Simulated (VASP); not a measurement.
# C (R-3m) in VASP: G0W0 quasiparticle levels with PBE

Aim: the G0W0 quasiparticle levels of C with PBE.

All numbers are computed with VASP 6.6.1; they aren't measurements. Logs are shortened: lines on timing, memory, paths and dates and some standing lists are left out, and cuts for length are marked.

## Step 1: The cell of the first run

The structure is trigonal, space group R-3m (No. 166). Conventional cell: a = 2.417 Å, b = 2.417 Å, c = 6.192 Å, α = 90.00°, β = 90.00°, γ = 120.00°. Within 2.0 Å of C (site symmetry 3m) lie 4 C at 1.49 to 1.54 Å.

## Step 2: G0W0 quasiparticle levels, PBE

POSCAR reads:

```
C
1.0
    0.0524367482      1.7613559250      1.7613559250
    1.7613559250      0.0524367482      1.7613559250
    1.7613559250      1.7613559250      0.0524367482
C
2
Direct
    0.0004415872      0.0004415872      0.0004415872
    0.2495584128      0.2495584128      0.2495584128
```

INCAR.step1 reads:

```
SYSTEM = C
ALGO = Normal
EDIFF = 1E-8
ENCUT = 500
GGA = PE
ISMEAR = 0
LASPH = .True.
LCHARG = .False.
LREAL = .False.
LWAVE = .True.
NELM = 60
PREC = Accurate
SIGMA = 0.01
```

INCAR.step2 reads:

```
SYSTEM = C
ALGO = Exact
EDIFF = 1E-8
ENCUT = 500
GGA = PE
ISMEAR = 0
ISTART = 1
LASPH = .True.
LCHARG = .False.
LOPTICS = .True.
LREAL = .False.
LWAVE = .True.
NBANDS = 47
NELM = 1
PREC = Accurate
SIGMA = 0.01
```

INCAR.step3 reads:

```
SYSTEM = C
ALGO = EVGW0
EDIFF = 1E-8
ENCUT = 500
ENCUTGW = 150.0
GGA = PE
ISMEAR = 0
ISTART = 1
LASPH = .True.
LCHARG = .False.
LREAL = .False.
LWAVE = .False.
NBANDS = 47
NBANDSGW = 12
NELMGW = 1
NOMEGA = 96
OMEGAMAX = 20
PREC = Accurate
PRECFOCK = Fast
SIGMA = 0.01
```

KPOINTS reads:

```
k-points
0
Gamma
  6 6 6
  0 0 0
```

Potentials or basis: VASP PAW PBE potentials, release 64 (C_GW).

Launch:

```
$ cat potpaw_PBE.64/C_GW/POTCAR > POTCAR
$ cp INCAR.step1 INCAR
$ mpirun -np 1 vasp_std > vasp.out
$ cp INCAR.step2 INCAR
$ mpirun -np 1 vasp_std > vasp.out
$ cp INCAR.step3 INCAR
$ mpirun -np 1 vasp_std > vasp.out
```

OUTCAR:

```text
SYSTEM = C
   EDIFF = 1E-8
   ENCUT = 500
   ENCUTGW = 150.0
   GGA = PE
   ISMEAR = 0
   ISTART = 1
   LASPH = .True.
   LREAL = .False.
   NELMGW = 1
   PREC = Accurate
   PRECFOCK = Fast

 ion  position               nearest neighbor table
   1  0.000  0.000  0.000-   2 1.49   2 1.49   2 1.49   2 1.54
   2  0.250  0.250  0.250-   1 1.49   1 1.49   1 1.49   1 1.54

  LATTYP: Found a trigonal (rhomboedric) cell.
 ALAT       =     2.4914853003
 COS(alpha) =     0.5295360093

  Lattice vectors:

 A1 = (   0.0524367482,   1.7613559250,   1.7613559250)
 A2 = (   1.7613559250,   0.0524367482,   1.7613559250)
 A3 = (   1.7613559250,   1.7613559250,   0.0524367482)

Analysis of symmetry for initial positions (statically):
=====================================================================
 Subroutine PRICEL returns:
 Original cell was already a primitive cell.

 Routine SETGRP: Setting up the symmetry group for a
 trigonal (rhombohedral) supercell.

 Subroutine GETGRP returns: Found 12 space group operations
 (whereof  6 operations were pure point group operations)
 out of a pool of 12 trial point group operations.

The static configuration has the point symmetry C_3v.
 The point group associated with its full space group is D_3d.

Analysis of symmetry for dynamics (positions and initial velocities):
=====================================================================
 Subroutine PRICEL returns:
 Original cell was already a primitive cell.

 Routine SETGRP: Setting up the symmetry group for a
 trigonal (rhombohedral) supercell.

 Subroutine GETGRP returns: Found 12 space group operations
 (whereof  6 operations were pure point group operations)
 out of a pool of 12 trial point group operations.

The dynamic configuration has the point symmetry C_3v.
 The point group associated with its full space group is D_3d.

 Subroutine INISYM returns: Found 12 space group operations
 (whereof  6 operations are pure point group operations),
 and found     1 'primitive' translations

----------------------------------------------------------------------------------------

                                     Primitive cell

  volume of cell :      10.4409

  direct lattice vectors                    reciprocal lattice vectors
     0.052436748  1.761355925  1.761355925    -0.296873903  0.288291278  0.288291278
     1.761355925  0.052436748  1.761355925     0.288291278 -0.296873903  0.288291278
     1.761355925  1.761355925  0.052436748     0.288291278  0.288291278 -0.296873903

  length of vectors
     2.491485300  2.491485300  2.491485300     0.504339010  0.504339010  0.504339010

  position of ions in fractional coordinates (direct lattice)
     0.000441587  0.000441587  0.000441587
     0.249558413  0.249558413  0.249558413

  ion indices of the primitive-cell ions
   primitive index   ion index
                 1           1
                 2           2

----------------------------------------------------------------------------------------

 KPOINTS: k-points

Automatic generation of k-mesh.
 Grid dimensions read from file:
 generate k-points for:    6    6    6

 Generating k-lattice:

  Cartesian coordinates                     Fractional coordinates (reciprocal lattice)
    -0.049478984  0.048048546  0.048048546     0.166666667 -0.000000000 -0.000000000
     0.048048546 -0.049478984  0.048048546    -0.000000000  0.166666667 -0.000000000
     0.048048546  0.048048546 -0.049478984    -0.000000000 -0.000000000  0.166666667

  Length of vectors
     0.084056502  0.084056502  0.084056502

  Shift w.r.t. Gamma in fractional coordinates (k-lattice)
     0.000000000  0.000000000  0.000000000

 Subroutine IBZKPT returns following result:
 ===========================================

 Found     32 irreducible k-points:

 Following reciprocal coordinates:
            Coordinates               Weight
  0.000000  0.000000  0.000000      1.000000
  0.166667  0.000000  0.000000      6.000000
  0.333333 -0.000000 -0.000000      6.000000
  0.500000  0.000000  0.000000      3.000000
  0.166667  0.166667  0.000000      6.000000
  0.333333  0.166667 -0.000000     12.000000
[... 16 lines left out ...]
  0.500000  0.500000  0.166667      6.000000
 -0.333333  0.500000  0.166667     12.000000
 [... further k-points ...]
   k-points           NKPTS =     32   k-points in BZ     NKDIM =    216   number of bands    NBANDS=     47
   number of dos      NEDOS =    301   number of ions     NIONS =      2
   total plane-waves  NPLWV =   5832
   dimension x,y,z NGX =    18 NGY =   18 NGZ =   18
   dimension x,y,z NGXF=    36 NGYF=   36 NGZF=   36
   ions per type =               2
   NGX,Y,Z   is equivalent  to a cutoff of  12.01, 12.01, 12.01 a.u.
   NGXF,Y,Z  is equivalent  to a cutoff of  24.02, 24.02, 24.02 a.u.
 SYSTEM =  C
   PREC   = accura    normal or accurate (medium, high low for compatibility)
   ISTART =      1    job   : 0-new  1-cont  2-samecut
   ICHARG =      0    charge: 1-file 2-atom 10-const
   ISPIN  =      1    spin polarized calculation?
   LNONCOLLINEAR =      F non collinear calculations
   LSORBIT =      F    spin-orbit coupling
   LASPH  =      T    aspherical Exc in radial PAW
   ENCUT  =  500.0 eV  36.75 Ry    6.06 a.u.   4.54  4.54  4.54*2*pi/ulx,y,z
   NELM   =     60;   NELMIN=  2; NELMDL=  0     # of ELM steps
   EDIFF  = 0.1E-07   stopping-criterion for ELM
   LREAL  =      F    real-space projection
   EDIFFG = 0.1E-06   stopping-criterion for IOM
   NSW    =      0    number of steps for IOM
   IBRION =     -1    ionic relax: 0-MD 1-quasi-New 2-CG
   NFREE  =      0    steps in history (QN), initial steepest desc. (CG)
   ISIF   =      0    stress and relaxation
   ISYM   =      3    0-nonsym 1-usesym 2-fastsym
   POTIM  = 0.5000    time-step for ionic-motion
   TEBEG  =    0.0;   TEEND  =   0.0 temperature during run
   PSTRESS=    0.0 pullay stress
   NELECT =       8.0000    total number of electrons
   NUPDOWN=      -1.0000    fix difference up-down
   EMIN   =  10.00;   EMAX   =-10.00  energy-range for DOS
   EFERMI =   0.00;   METHOD = LEGACY
   ISMEAR =     0;   SIGMA  =   0.01  broadening in eV -4-tet -1-fermi 0-gaus
   EFERMI_NEDOS =   21; number of points for ismear=-14 and -15
   IALGO  =     38    algorithm
   IMIX   =      4    mixing-type and parameters
     AMIX     =   0.40;   BMIX     =  1.00
     AMIX_MAG =   1.60;   BMIX_MAG =  1.00
  volume/ion in A,a.u.               =       5.22        35.23
  Fermi-wavevector in a.u.,A,eV,Ry     =   1.498048  2.830901 30.533492  2.244148
  Thomas-Fermi vector in A             =   2.609857
   LORBIT       =      0    0 simple, 1 ext, 2 COOP (PROOUT), +10 PAW based schemes
   GGA     = PE    functional components
   LHFCALC =     T    Hartree Fock is set to
   PRECFOCK=fast      Normal, Fast or Accurate (Low or Medium for compatibility)
   ENCUT4O =  -1.0   cutoff for four orbital integrals eV
   NKREDX  =     1    reduce k-point grid by
   NKREDY  =     1    reduce k-point grid by
   NKREDZ  =     1    reduce k-point grid by
   AEXX    =    1.0000 exact exchange contribution
   HFSCREEN=    0.0000 screening length (either q_TF or 0.3 A-1)
   HFSCREENC=   0.0000 screening length for correlation (either q_TF or 0.3 A-1)
   ENCUTFOCK=  -1.0 apply spherical cutoff to Coloumb kernel
   IVDW    =     0    specifies the selected vdW correction
   LEPSILON=     F    determine dielectric tensor
   LRPA    =     F    only Hartree local field effects (RPA)
   LRPAFORCE           =     F    calculate RPA forces
   ENCUTGW             = 150.0    cutoff for response function in eV
   ENCUTGWSOFT         = 120.0    soft cutoff for Coulomb kernel in GW response function in eV
   ENCUTLF             =  -1.0    cutoff for local field effects
   NELMGW              =     1    number of iterations in solving QP/BSE equation
   NELMHF              =     1    number of iterations in the inner HF iteration
   NKREDLFX            =     1    NKREDLFY  =   1   NKREDLFZ  =   1
 non-spin polarized calculation
 Gauss-broadening in eV      SIGMA  =   0.01
  energy-cutoff  :      500.00
  volume of cell :       10.44
 maximum number of plane-waves:       277
  NGX = 12; NGY = 12; NGZ = 12
   NGX =  9   NGY =  9   NGZ =  9
 maximum number of plane-waves:        53
 NGX is ok and might be reduce to    10

 QP shifts <psi_nk| G(iteration)W_0 |psi_nk>: iteration 1
 for sc-GW calculations column KS-energies equals QP-energies in previous step
 and V_xc(KS)=  KS-energies - (<T + V_ion + V_H > + <T+V_H+V_ion>^1  + <V_x>^1)

 k-point   1 :       0.0000    0.0000    0.0000
  band No.  KS-energies  QP-energies   sigma(KS)   V_xc(KS)     V^pw_x(r,r')   Z            occupation Imag(sigma)

      1     -11.6242     -13.1789     -17.1142     -15.0559     -25.9684       0.7554       2.0000       1.2763
      2      10.8053      10.2874     -17.5253     -16.9046     -19.2882       0.8345       2.0000       0.0179
      3      11.0931      10.5979     -17.7931     -17.1987     -19.7190       0.8331       2.0000       0.0224
      4      11.0931      10.5979     -17.7931     -17.1987     -19.7190       0.8331       2.0000       0.0224
      5      15.8391      16.9864     -14.3296     -15.7069      -9.7438       0.8330       0.0000      -0.0361
      6      17.2761      18.5206     -14.3454     -15.8481      -9.4661       0.8281       0.0000      -0.0380
      7      17.2761      18.5206     -14.3454     -15.8481      -9.4661       0.8281       0.0000      -0.0380
      8      26.4325      27.5571     -15.0160     -16.4736      -7.5269       0.7716       0.0000      -0.1300
      9      31.4590      31.9005     -11.7713     -12.3135      -4.5071       0.8142       0.0000      -0.2962
     10      38.5151      39.6810     -12.9088     -14.3111      -6.1516       0.8314       0.0000      -0.4843
     11      38.5151      39.6810     -12.9088     -14.3111      -6.1516       0.8314       0.0000      -0.4843
     12      39.0451      39.6139     -11.3342     -12.0241      -3.4979       0.8245       0.0000      -0.8087

 k-point   2 :       0.1667    0.0000    0.0000
  band No.  KS-energies  QP-energies   sigma(KS)   V_xc(KS)     V^pw_x(r,r')   Z            occupation Imag(sigma)

      1     -10.7962     -12.3091     -17.1052     -15.1078     -25.7596       0.7574       2.0000       1.1731
      2       7.1873       6.3705     -17.4259     -16.4273     -20.2738       0.8180       2.0000       0.0319
      3       9.6770       9.1002     -17.3913     -16.6962     -19.4046       0.8299       2.0000       0.0223
      4       9.9047       9.3319     -17.6476     -16.9573     -19.8350       0.8299       2.0000       0.0241
      5      17.4806      18.7113     -14.4971     -15.9852      -9.5307       0.8270       0.0000      -0.0401
      6      18.7500      20.0776     -14.4267     -16.0364      -9.1808       0.8247       0.0000      -0.0437
      7      19.0176      20.2152     -14.5437     -15.9943      -9.3238       0.8256       0.0000      -0.0436
      8      26.7932      27.9779     -14.5286     -16.0555      -7.0042       0.7758       0.0000      -0.1382
      9      32.3236      32.9480     -11.9783     -12.7519      -4.5519       0.8071       0.0000      -0.3319
     10      34.1135      34.9241     -12.0905     -13.0708      -5.2777       0.8269       0.0000      -0.3742
     11      34.8358      35.6874     -12.0991     -13.1210      -5.3854       0.8333       0.0000      -0.4031
     12      38.2407      38.8149     -11.7246     -12.4260      -3.7902       0.8186       0.0000      -0.7516
[... 324 lines left out ...]
      1      -4.8371      -6.1622     -17.4376     -15.6776     -24.4011       0.7529       2.0000       0.4428
      2       0.4990      -0.7485     -17.6502     -16.0290     -22.7932       0.7695       2.0000       0.1103
      3       2.4618       1.3644     -16.8943     -15.5116     -20.9587       0.7936       2.0000       0.0587
      4       5.2648       4.3221     -17.4145     -16.2506     -20.9057       0.8100       2.0000       0.0395
      5      16.9969      17.7913     -13.3443     -14.2913      -8.3381       0.8389       0.0000      -0.0414
      6      19.3408      20.2312     -13.0623     -14.1325      -7.5360       0.8320       0.0000      -0.0486
      7      27.0026      28.6559     -14.7513     -16.8886      -7.1311       0.7736       0.0000      -0.1392
      8      27.9710      29.5769     -14.8998     -16.9946      -6.9649       0.7666       0.0000      -0.1737
      9      33.0497      34.2648     -13.7761     -15.3220      -5.6522       0.7860       0.0000      -0.4256
     10      36.0814      37.3630     -13.8858     -15.5304      -5.0746       0.7793       0.0000      -0.6194
     11      41.2771      42.2788     -12.5173     -13.7385      -4.8913       0.8203       0.0000      -0.8108
     12      46.4824      47.3103     -12.0995     -13.1167      -3.6436       0.8139       0.0000      -1.1265

 k-point  24 :      -0.3333    0.5000    0.1667
  band No.  KS-energies  QP-energies   sigma(KS)   V_xc(KS)     V^pw_x(r,r')   Z            occupation Imag(sigma)

      1      -2.0572      -3.3561     -17.8549     -16.1303     -23.9675       0.7532       2.0000       0.2228
      2      -1.4334      -2.7297     -17.7062     -15.9985     -23.6164       0.7590       2.0000       0.1977
      3       2.3699       1.2753     -16.7030     -15.3279     -20.6721       0.7961       2.0000       0.0580
      4       2.7110       1.6217     -16.8793     -15.5117     -20.8892       0.7965       2.0000       0.0553
      5      18.9260      19.8586     -13.2664     -14.3899      -7.8091       0.8301       0.0000      -0.0469
      6      20.3184      21.2935     -13.3616     -14.5375      -7.7753       0.8292       0.0000      -0.0484
      7      25.8971      27.3711     -14.4739     -16.3650      -7.0760       0.7794       0.0000      -0.1292
      8      27.3270      28.8550     -14.6702     -16.6530      -7.0185       0.7706       0.0000      -0.1481
      9      33.8088      35.1279     -13.9024     -15.5702      -5.6067       0.7910       0.0000      -0.4645
     10      34.2950      35.6491     -14.0031     -15.7244      -5.6336       0.7866       0.0000      -0.4854
     11      42.6368      43.6464     -12.6016     -13.8554      -4.4323       0.8052       0.0000      -0.9074
     12      43.6866      44.7051     -12.6047     -13.8792      -4.3958       0.7991       0.0000      -0.9764

 [... further k-points ...]
```

It took 3.1 min on 1 thread of Intel Xeon Platinum 8375C at 2.90GHz (Ice Lake), shared host; peak memory 0.22 GiB.

Results:

```yaml
Quasiparticle_gap: 5.36 eV
Least_direct_quasiparticle_gap: 6.39 eV
Band_gap_of_the_starting_levels_on_the_mesh: 4.19 eV
Least_direct_gap_of_the_starting_levels_on_the_mesh: 4.75 eV
```

Caveat: the k points lie up to 0.53 Å⁻¹ apart; bands, screening cutoff and mesh are small and nothing is extrapolated, so the quasiparticle values aren't converged.
